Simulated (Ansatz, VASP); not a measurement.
**One calculation of TaSiF, two programs**

```xyz
3
Lattice="3.5736 0.0000 0.0000 0.0000 3.5736 0.0000 0.0000 0.0000 4.1433" Properties=species:S:1:pos:R:3 pbc="T T T"
Ta    0.0000    0.0000    2.0716
Si    1.7868    1.7868    2.0716
F     0.0000    0.0000    0.0000
```

Alike in both runs: functional PBE; k mesh 6 × 6 × 4; occupations gaussian, width 0.1 eV; no spin polarisation.

Ansatz relaxed the structure, and its values are those at the end. VASP's run is a single point on that final structure, the one shown.

```csv
,VASP,Ansatz
version,VASP 6.6.1,Ansatz 0.2.0
potentials or method,"VASP PAW PBE potentials, release 64 (Ta_pv, Si, F), cutoff 520 eV","scalar-relativistic, plane waves, PAW"
valence electrons in the cell,22,24
```

|  | VASP | Ansatz | Ansatz less VASP |
| --- | --- | --- | --- |
| gap on the k mesh at the Fermi level (eV) | none | none | - |
| pressure (GPa) | 0.1 | 0.1 | -0.02 |

A gap of «none» marks a metal or a gap that the smearing closes. With one functional, cell and mesh, what is left measures potentials, basis and numerics. VASP's potentials hold 22 valence electrons a cell and Ansatz's 24, so a difference there can come from the potentials and not from the codes.

The k mesh is coarse, so the values compare programs but aren't converged. Spin-orbit coupling is off throughout.
